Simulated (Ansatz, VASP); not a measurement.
# CoW3 in VASP and in Ansatz

```
Co W
1.0
     3.85824    0.00000    0.00000
     0.00000    3.85824    0.00000
     0.00000    0.00000    3.85824
Co W
1 3
Direct
  0.00000 0.00000 0.00000
  0.00000 0.50000 0.52592
  0.50000 0.00000 0.50000
  0.50000 0.50000 0.00000
```

Alike in both runs: task single point; functional PBEsol; k mesh 12 × 12 × 12; occupations gaussian, width 0.15 eV; no spin polarisation.

```csv
,VASP,Ansatz
version,VASP 6.6.1,Ansatz 0.2.0
potentials or method,"VASP PAW PBE potentials, release 64 (Co, W_sv), cutoff 520 eV","scalar-relativistic, plane waves, PAW"
valence electrons in the cell,51,59
```

Ansatz gave:

* gap on the k mesh at the Fermi level (eV): none
* pressure (GPa): 0.7
* traceless stress, the component that is largest in VASP (GPa): 0.44
* rms of the force components (eV/Å): 0.507

Question: Estimate VASP's values.

Answer: gap on the k mesh at the Fermi level (eV): none; pressure (GPa): 1.3; traceless stress, the component that is largest in VASP (GPa): 0.45; rms of the force components (eV/Å): 0.510.

VASP's potentials were made for PBE, not for PBEsol. Atom by atom the forces differ by 0.004 eV/Å (rms over components). A gap of «none» marks a metal or a gap that the smearing closes. With one functional, cell and mesh, what is left measures potentials, basis and numerics. VASP's potentials hold 51 valence electrons a cell and Ansatz's 59, so a difference there can come from the potentials and not from the codes.

Neither program's run includes spin-orbit coupling.
